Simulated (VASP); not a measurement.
Set up this calculation in VASP 6.6.1, as the native input.

| Property | Result |
| --- | --- |
| Task | single point |
| Functional | PBE |
| Potentials or basis | VASP PAW PBE potentials, release 64 (Bi_d) |
| Cutoff | 520 eV |
| k mesh | 9 × 9 × 3 |
| Occupations | fermi-dirac, width 0.03 eV |
| Spin | no spin polarisation |
| Dipole correction | no |
| Further INCAR settings | ALGO = Normal; EDIFF = 1e-07; NBANDS = 22 |

The structure of Bi lies in POSCAR:

```
Bi
1.0
    4.4776549378      0.0000000000      0.0000000000
   -2.2388274690      3.8777629256      0.0000000000
    0.0000000000      0.0000000000     11.6691290509
Bi
2
Direct
    0.3333333333      0.6666666667      0.2500000000
    0.6666666667      0.3333333333      0.7500000000
```

This isn't the form of Bi at room conditions, which is rhombohedral.

These files were run (other wordings do the same):

INCAR

```
SYSTEM = Bi
ALGO = Normal ; EDIFF = 1E-7
ENCUT = 520 ; GGA = PE
ISIF = 2 ; ISMEAR = -1
LASPH = .True. ; LCHARG = .False.
LREAL = .False. ; LWAVE = .False.
NBANDS = 22 ; NELM = 80
PREC = Accurate ; SIGMA = 0.03
```

KPOINTS

```
k-points
0
Gamma
  9 9 3
  0 0 0
```

Potentials or basis: VASP PAW PBE potentials, release 64 (Bi_d).

Command:

```console
$ cat potpaw_PBE.64/Bi_d/POTCAR > POTCAR
$ mpirun -np 1 vasp_std > vasp.out
```

Results of the run:

```yaml
Pressure: -3.5 GPa
Band_gap_on_the_k_mesh: zero (bands 15 and 16 overlap by 2.28 eV)
```

Caveat: the cell stands under tension; spin-orbit coupling is left out, which moves the levels of the heavy elements.

Wall time 2.4 min on 1 thread of Intel Xeon 8259CL, on a shared host, peak memory 0.35 GiB.
